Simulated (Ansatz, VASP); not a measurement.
## One calculation of CdS, two programs

The input INCAR:

```
  PREC = Accurate
  ENCUT = 520
  EDIFF = 1E-6
  ISMEAR = 0
  SIGMA = 0.01
  LREAL = F
  LASPH = T
  NELM = 80
  ALGO = Normal
  ISIF = 2
  LWAVE = F
  LCHARG = F
  GGA = CA
  NBANDS = 26
```

Contents of KPOINTS:

```
Automatic mesh
0
Gamma
  6 6 4
```

Contents of POSCAR:

```
CdS
1.0
    4.0735086984      0.0000000000      0.0000000000
   -2.0367543492      3.5277620154      0.0000000000
    0.0000000000      0.0000000000      6.6384401386
Cd S
2 2
Direct
    0.3333333333      0.6666666667     -0.0005275156
    0.6666666667      0.3333333333      0.4994724844
    0.3333333333      0.6666666667      0.3755275156
    0.6666666667      0.3333333333      0.8755275156
```

Input for Ansatz:

```yaml
crystal:
  lattice:
    - [4.07350869843, 0.0, 0.0]
    - [-2.03675434921, 3.52776201538, 0.0]
    - [0.0, 0.0, 6.63844013858]
  atoms:
    - { symbol: Cd, position: [0.333333333333, 0.666666666667, -0.000527515603] }
    - { symbol: Cd, position: [0.666666666667, 0.333333333333, 0.499472484397] }
    - { symbol: S, position: [0.333333333333, 0.666666666667, 0.375527515603] }
    - { symbol: S, position: [0.666666666667, 0.333333333333, 0.875527515603] }
kpoints:
  mp_grid: { grid: [6, 6, 4] }
scf:
  occupations: { method: fixed }
  convergence: { dr2_threshold: 1.0e-10 }
hamiltonian:
  xc: lda
  pseudopotentials: { kind: all_electron, lapw: { basis_error: 0.0005 } }
output:
  forces: true
  stress: true
  eigenstates:
    kpoints:
      - [0.0, 0.0, 0.0]
      - [0.0, 0.0, -0.5]
      - [-0.5, 0.0, 0.0]
      - [-0.5, 0.5, 0.0]
      - [0.0, -0.5, 0.0]
      - [-0.5, 0.0, -0.5]
      - [-0.5, 0.5, -0.5]
      - [0.0, -0.5, -0.5]
  eigenvalues: true
```

Change from the starting cell: unstrained.

Alike in both runs: task single point; functional LDA; k mesh 6 × 6 × 4; no spin polarisation.

|  | VASP | Ansatz |
| --- | --- | --- |
| version | VASP 6.6.1 | Ansatz 0.2.0 |
| potentials or method | VASP PAW LDA potentials, release 64 (Cd, S), cutoff 520 eV | all-electron LAPW, scalar-relativistic |
| occupations | gaussian, width 0.01 eV | fixed |

|  | VASP | Ansatz | Ansatz less VASP |
| --- | --- | --- | --- |
| gap on the k mesh at the Fermi level (eV) | 1.05 | 1.02 | -0.031 |
| pressure (GPa) | 0.6 | 0.0 | -0.52 |

LDA's correlation is that of Perdew and Zunger in VASP and of Perdew and Wang (1992) in Ansatz. Ansatz ran all-electron here, and VASP with PAW potentials.
